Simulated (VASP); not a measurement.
Wanted: the native input for a VASP 6.6.1 run.

| Quantity | Value |
| --- | --- |
| Task | single point |
| Functional | r2SCAN |
| Potentials or basis | VASP PAW PBE potentials, release 64 (Al, N) |
| Cutoff | 520 eV |
| k mesh | 8 × 8 × 3 |
| Occupations | gaussian, width 0.05 eV |
| Spin | no spin polarisation |
| Dipole correction | no |
| Further INCAR settings | ALGO = Normal; EDIFF = 1e-06; NBANDS = 26 |

Crystal: AlN.

```
CELL_PARAMETERS angstrom
-3.10667 0.00000 0.00000
-1.55333 -2.69045 0.00000
0.00000 0.00000 10.70681
ATOMIC_POSITIONS crystal
Al 0.33333 0.33333 0.60874
Al 0.33333 0.33333 0.14377
Al 0.66667 0.66667 0.84123
Al 0.66667 0.66667 0.37625
N 0.33333 0.33333 0.78618
N 0.33333 0.33333 0.32121
N 0.66667 0.66667 0.08872
N 0.66667 0.66667 0.55370
```

The input as run:

POSCAR

```
AlN
1.0
   -3.1066653375      0.0000000000      0.0000000000
   -1.5533326688     -2.6904511034      0.0000000000
    0.0000000000      0.0000000000     10.7068096770
Al N
4 4
Direct
    0.3333333333      0.3333333333      0.6087427045
    0.3333333333      0.3333333333      0.1437671432
    0.6666666667      0.6666666667      0.8412304851
    0.6666666667      0.6666666667      0.3762549238
    0.3333333333      0.3333333333      0.7861839792
    0.3333333333      0.3333333333      0.3212084180
    0.6666666667      0.6666666667      0.0887206374
    0.6666666667      0.6666666667      0.5536961986
```

INCAR.step1

```
SYSTEM = AlN
PREC = Accurate ; ENCUT = 520
ISMEAR = 0 ; SIGMA = 0.05
LREAL = .False. ; LASPH = .True.
NELM = 60 ; NBANDS = 26
GGA = PE ; ALGO = Normal
EDIFF = 1E-4 ; LWAVE = .True.
LCHARG = .False.
```

INCAR.step2

```
SYSTEM = AlN
PREC = Accurate ; ENCUT = 520
EDIFF = 1E-6 ; ISMEAR = 0
SIGMA = 0.05 ; LREAL = .False.
LASPH = .True. ; NELM = 60
ALGO = Normal ; ISIF = 2
LWAVE = .False. ; LCHARG = .True.
METAGGA = R2SCAN ; LMIXTAU = .True.
LELF = .True. ; LVHAR = .True.
NBANDS = 26 ; ISTART = 1
```

KPOINTS

```
regular mesh
0
Gamma
  8 8 3
  0 0 0
```

Potentials or basis: VASP PAW PBE potentials, release 64 (Al, N).

Command:

```console
$ cat potpaw_PBE.64/Al/POTCAR potpaw_PBE.64/N/POTCAR > POTCAR
$ cp INCAR.step1 INCAR
$ mpirun -np 1 vasp_std > vasp.out
$ cp INCAR.step2 INCAR
$ mpirun -np 1 vasp_std > vasp.out
```

Results of the run:

* Pressure: -5.2 GPa
* Largest force: 1.793 eV/Å
* Band gap on the k mesh: 2.40 eV, direct

Caveat: the PAW data sets were made with another functional, which shifts forces and pressure a little.

Run time: 3.2 min on 1 thread of Intel(R) Xeon(R) Platinum 8259CL CPU @ 2.50GHz (Skylake/Cascade Lake), with other jobs on the host, peak memory 0.22 GiB.
